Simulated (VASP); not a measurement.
# Ag (P6_3/mmc) in VASP: a series of runs

Ag is run at these levels: LDA; tasks: single point.

All numbers are computed with VASP 6.6.1; they aren't measurements. Logs are shortened: lines on timing, memory, paths and dates and some standing lists are left out, and cuts for length are marked.

## 1. The cell of the first run

The structure is hexagonal, space group P6_3/mmc (No. 194). Conventional cell: a = 2.930 Å, b = 2.930 Å, c = 4.251 Å, α = 90.00°, β = 90.00°, γ = 120.00°. Ag (site symmetry -6m2) has 12 Ag at 2.72 to 2.93 Å within 3.6 Å.

## 2. Single point, LDA (strain -0.1125 x Voigt [0, 0, 1, 0, 0, 0])

File INCAR:

```
  PREC = Accurate
  ENCUT = 500
  EDIFF = 1E-6
  ISMEAR = 1
  SIGMA = 0.1
  LREAL = F
  LASPH = T
  NELM = 120
  ALGO = Normal
  ISIF = 2
  LWAVE = F
  LCHARG = F
  GGA = CA
  NBANDS = 18
  GGA_COMPAT = F
```

File KPOINTS:

```
Automatic mesh
0
Gamma
  18 18 10
```

File POSCAR:

```
Ag
1.0
    2.9299980804      0.0000000000      0.0000000000
   -1.4649990402      2.5374527707      0.0000000000
    0.0000000000      0.0000000000      4.2511250000
Ag
2
Direct
    0.3333333333      0.6666666667      0.2500000000
    0.6666666667      0.3333333333      0.7500000000
```

Potentials or basis: VASP PAW LDA potentials, release 64 (Ag).

The run is started by

```
> cat potpaw_LDA.64/Ag/POTCAR > POTCAR
> mpirun -np 1 vasp_std > vasp.out
```

OUTCAR:

```text
PREC = Accurate
   ENCUT = 500
   EDIFF = 1E-6
   ISMEAR = 1
   LREAL = F
   LASPH = T
   NELM = 120
   ISIF = 2
   GGA = CA

 ion  position               nearest neighbor table
   1  0.333  0.667  0.250-   2 2.72   2 2.72   2 2.72   2 2.72   2 2.72   2 2.72
   2  0.667  0.333  0.750-   1 2.72   1 2.72   1 2.72   1 2.72   1 2.72   1 2.72

  LATTYP: Found a hexagonal cell.
 ALAT       =     2.9299980804
 C/A-ratio  =     1.4508968550

  Lattice vectors:

 A1 = (   2.9299980804,   0.0000000000,   0.0000000000)
 A2 = (  -1.4649990402,   2.5374527707,   0.0000000000)
 A3 = (   0.0000000000,   0.0000000000,   4.2511250000)

Analysis of symmetry for initial positions (statically):
=====================================================================
 Subroutine PRICEL returns:
 Original cell was already a primitive cell.

 Routine SETGRP: Setting up the symmetry group for a
 hexagonal supercell.

 Subroutine GETGRP returns: Found 24 space group operations
 (whereof 12 operations were pure point group operations)
 out of a pool of 24 trial point group operations.

The static configuration has the point symmetry D_3d.
 The point group associated with its full space group is D_6h.

Analysis of symmetry for dynamics (positions and initial velocities):
=====================================================================
 Subroutine PRICEL returns:
 Original cell was already a primitive cell.

 Routine SETGRP: Setting up the symmetry group for a
 hexagonal supercell.

 Subroutine GETGRP returns: Found 24 space group operations
 (whereof 12 operations were pure point group operations)
 out of a pool of 24 trial point group operations.

The dynamic configuration has the point symmetry D_3d.
 The point group associated with its full space group is D_6h.

 Subroutine INISYM returns: Found 24 space group operations
 (whereof 12 operations are pure point group operations),
 and found     1 'primitive' translations

----------------------------------------------------------------------------------------

                                     Primitive cell

  volume of cell :      31.6060

  direct lattice vectors                    reciprocal lattice vectors
     2.929998080  0.000000000  0.000000000     0.341297152  0.197048003  0.000000000
    -1.464999040  2.537452771  0.000000000     0.000000000  0.394096005  0.000000000
     0.000000000  0.000000000  4.251125000     0.000000000  0.000000000  0.235231850

  length of vectors
     2.929998080  2.929998080  4.251125000     0.394096005  0.394096005  0.235231850

  position of ions in fractional coordinates (direct lattice)
     0.333333333  0.666666667  0.250000000
     0.666666667  0.333333333  0.750000000

  ion indices of the primitive-cell ions
   primitive index   ion index
                 1           1
                 2           2

----------------------------------------------------------------------------------------

 KPOINTS: Automatic mesh

Automatic generation of k-mesh.
 Grid dimensions read from file:
 generate k-points for:   18   18   10

 Generating k-lattice:

  Cartesian coordinates                     Fractional coordinates (reciprocal lattice)
     0.018960953  0.010947111  0.000000000     0.055555556  0.000000000  0.000000000
     0.000000000  0.021894223  0.000000000     0.000000000  0.055555556  0.000000000
     0.000000000  0.000000000  0.023523185     0.000000000  0.000000000  0.100000000

  Length of vectors
     0.021894223  0.021894223  0.023523185

  Shift w.r.t. Gamma in fractional coordinates (k-lattice)
     0.000000000  0.000000000  0.000000000

 Subroutine IBZKPT returns following result:
 ===========================================

 Found    222 irreducible k-points:

 Following reciprocal coordinates:
            Coordinates               Weight
  0.000000  0.000000  0.000000      1.000000
  0.055556  0.000000  0.000000      6.000000
  0.111111  0.000000  0.000000      6.000000
  0.166667  0.000000  0.000000      6.000000
  0.222222  0.000000  0.000000      6.000000
  0.277778  0.000000  0.000000      6.000000
[... 16 lines left out ...]
  0.333333  0.111111  0.000000     12.000000
  0.388889  0.111111  0.000000     12.000000
 [... further k-points ...]
   k-points           NKPTS =    222   k-points in BZ     NKDIM =    222   number of bands    NBANDS=     18
   number of dos      NEDOS =    301   number of ions     NIONS =      2
   total plane-waves  NPLWV =  18432
   dimension x,y,z NGX =    24 NGY =   24 NGZ =   32
   dimension x,y,z NGXF=    48 NGYF=   48 NGZF=   64
   ions per type =               2
   NGX,Y,Z   is equivalent  to a cutoff of  13.62, 13.62, 12.51 a.u.
   NGXF,Y,Z  is equivalent  to a cutoff of  27.23, 27.23, 25.03 a.u.
 SYSTEM =  unknown system
   PREC   = accura    normal or accurate (medium, high low for compatibility)
   ISTART =      0    job   : 0-new  1-cont  2-samecut
   ICHARG =      2    charge: 1-file 2-atom 10-const
   ISPIN  =      1    spin polarized calculation?
   LNONCOLLINEAR =      F non collinear calculations
   LSORBIT =      F    spin-orbit coupling
   LASPH  =      T    aspherical Exc in radial PAW
   ENCUT  =  500.0 eV  36.75 Ry    6.06 a.u.   5.34  5.34  7.75*2*pi/ulx,y,z
   NELM   =    120;   NELMIN=  2; NELMDL= -5     # of ELM steps
   EDIFF  = 0.1E-05   stopping-criterion for ELM
   LREAL  =      F    real-space projection
   EDIFFG = 0.1E-04   stopping-criterion for IOM
   NSW    =      0    number of steps for IOM
   IBRION =     -1    ionic relax: 0-MD 1-quasi-New 2-CG
   NFREE  =      0    steps in history (QN), initial steepest desc. (CG)
   ISIF   =      2    stress and relaxation
   ISYM   =      2    0-nonsym 1-usesym 2-fastsym
   POTIM  = 0.5000    time-step for ionic-motion
   TEBEG  =    0.0;   TEEND  =   0.0 temperature during run
   PSTRESS=    0.0 pullay stress
   NELECT =      22.0000    total number of electrons
   NUPDOWN=      -1.0000    fix difference up-down
   EMIN   =  10.00;   EMAX   =-10.00  energy-range for DOS
   EFERMI =   0.00;   METHOD = LEGACY
   ISMEAR =     1;   SIGMA  =   0.10  broadening in eV -4-tet -1-fermi 0-gaus
   EFERMI_NEDOS =   21; number of points for ismear=-14 and -15
   IALGO  =     38    algorithm
   IMIX   =      4    mixing-type and parameters
     AMIX     =   0.40;   BMIX     =  1.00
     AMIX_MAG =   1.60;   BMIX_MAG =  1.00
  volume/ion in A,a.u.               =      15.80       106.64
  Fermi-wavevector in a.u.,A,eV,Ry     =   1.450862  2.741731 28.640257  2.104999
  Thomas-Fermi vector in A             =   2.568425
   LORBIT       =      0    0 simple, 1 ext, 2 COOP (PROOUT), +10 PAW based schemes
   GGA     = CA    functional components
   LHFCALC =     F    Hartree Fock is set to
   AEXX    =    0.0000 exact exchange contribution
   IVDW    =     0    specifies the selected vdW correction
   LEPSILON=     F    determine dielectric tensor
   LRPA    =     F    only Hartree local field effects (RPA)
 non-spin polarized calculation
 Methfessel and Paxton  Order N= 1 SIGMA  =   0.10
  energy-cutoff  :      500.00
  volume of cell :       31.61
 maximum number of plane-waves:       820
 NGX is ok and might be reduce to    24
   NGX = 11   NGY = 11   NGZ = 15

 number of electron      22.0000006 magnetization

 Free energy of the ion-electron system (eV)
  ---------------------------------------------------
  ext. energy  EPLUGINS =         0.00000000
  ---------------------------------------------------
  free energy    TOTEN  =        -7.42098956 eV

  energy without entropy =       -7.42065355  energy(sigma->0) =       -7.42087756

 E-fermi :   9.3499     XC(G=0): -13.0247

 val. band max:        9.3367778256   @ k =   0.4444   0.1111   0.0000
 cond. band min:       9.3724345317   @ k =   0.3889   0.1111   0.4000
 fundamental gap:      0.0356567061
 Fermi energy:         9.3498500632

 k-point     1 :       0.0000    0.0000    0.0000
  band No.  band energies     occupation
      1       0.8596      2.00000
      2       2.3701      2.00000
      3       4.2765      2.00000
      4       4.2765      2.00000
      5       4.5008      2.00000
      6       4.5008      2.00000
[... 10 lines left out ...]
     17      27.2279      0.00000
     18      28.8536      0.00000

 k-point     2 :       0.0556    0.0000    0.0000
  band No.  band energies     occupation
      1       0.9425      2.00000
      2       2.4115      2.00000
      3       4.2000      2.00000
      4       4.3217      2.00000
      5       4.4665      2.00000
      6       4.4691      2.00000
[... 10 lines left out ...]
     17      27.6207      0.00000
     18      28.8352      0.00000

 k-point     3 :       0.1111    0.0000    0.0000
  band No.  band energies     occupation
      1       1.1846      2.00000
      2       2.5239      2.00000
      3       4.0396      2.00000
      4       4.3545      2.00000
      5       4.3823      2.00000
      6       4.4540      2.00000
[... 10 lines left out ...]
     17      28.1028      0.00000
     18      28.7034      0.00000

 k-point     4 :       0.1667    0.0000    0.0000
  band No.  band energies     occupation
      1       1.5621      2.00000
      2       2.6678      2.00000
      3       3.8809      2.00000
      4       4.1474      2.00000
      5       4.2598      2.00000
      6       4.6416      2.00000
[... 375 lines left out ...]
      4       3.9062      2.00000
      5       3.9739      2.00000
      6       4.8839      2.00000
[... 10 lines left out ...]
     17      23.8516      0.00000
     18      25.7139      0.00000

 k-point    23 :       0.3333    0.1111    0.0000
  band No.  band energies     occupation
      1       2.6959      2.00000
      2       2.9361      2.00000
      3       2.9578      2.00000
      4       3.8395      2.00000
      5       4.3248      2.00000
      6       4.8153      2.00000
[... 10 lines left out ...]
     17      22.5592      0.00000
     18      25.1598      0.00000

 k-point    24 :       0.3889    0.1111    0.0000
  band No.  band energies     occupation
      1       2.6206      2.00000
      2       2.8292      2.00000
      3       2.9518      2.00000
      4       3.7980      2.00000
      5       4.5825      2.00000
      6       4.7738      2.00000
[... 10 lines left out ...]
     17      21.5470      0.00000
     18      24.8279      0.00000

 [... further k-points ...]
[... 5 lines left out ...]
  --------------------------------------------------------------------------------------
  -------------------------------------------------------------------------------------
  Total       -0.0550061     -0.0550061      2.8553961      0.0000000     -0.0000000      0.0000000
  in kB       -2.7883801     -2.7883801    144.7463993      0.0000000     -0.0000000      0.0000000
  external PRESSURE =      46.3898797 kB  Pullay stress =       0.0000000 kB

 VOLUME and BASIS-vectors are now :
 -----------------------------------------------------------------------------
  energy-cutoff  :      500.00
  volume of cell :       31.61
      direct lattice vectors                 reciprocal lattice vectors
     2.929998080  0.000000000  0.000000000     0.341297152  0.197048003  0.000000000
    -1.464999040  2.537452771  0.000000000     0.000000000  0.394096005  0.000000000
     0.000000000  0.000000000  4.251125000     0.000000000  0.000000000  0.235231850

 POSITION                                       TOTAL-FORCE (eV/Angst)
 -----------------------------------------------------------------------------------
     -0.00000      1.69164      1.06278        -0.000000     -0.000000      0.000000
      1.46500      0.84582      3.18834         0.000000      0.000000      0.000000
 -----------------------------------------------------------------------------------
    total drift:                               -0.000000      0.000000     -0.000000

  FREE ENERGIE OF THE ION-ELECTRON SYSTEM (eV)
  ---------------------------------------------------
  free  energy   TOTEN  =        -7.4209895619 eV

  energy  without entropy=       -7.4206535480  energy(sigma->0) =       -7.42087756
```

Run time: 1.9 min. Hardware: 1 thread of Intel Xeon 8259CL, shared host; peak memory 0.21 GiB.

Results:

```yaml
Free_energy: -7.4210 eV
Pressure: 4.6 GPa
Band_gap_on_the_k_mesh: zero (band 11 reaches 13.01 eV, above the bottom of band 12 at 5.88 eV)
```

Stress tensor (GPa, compression positive):
```
-0.28  0.00  0.00
 0.00 -0.28  0.00
 0.00  0.00 14.47
```

Caveat: the cell differs from its parent crystal (strain -0.1125 x Voigt [0, 0, 1, 0, 0, 0]).

[end of part 1 of 2]
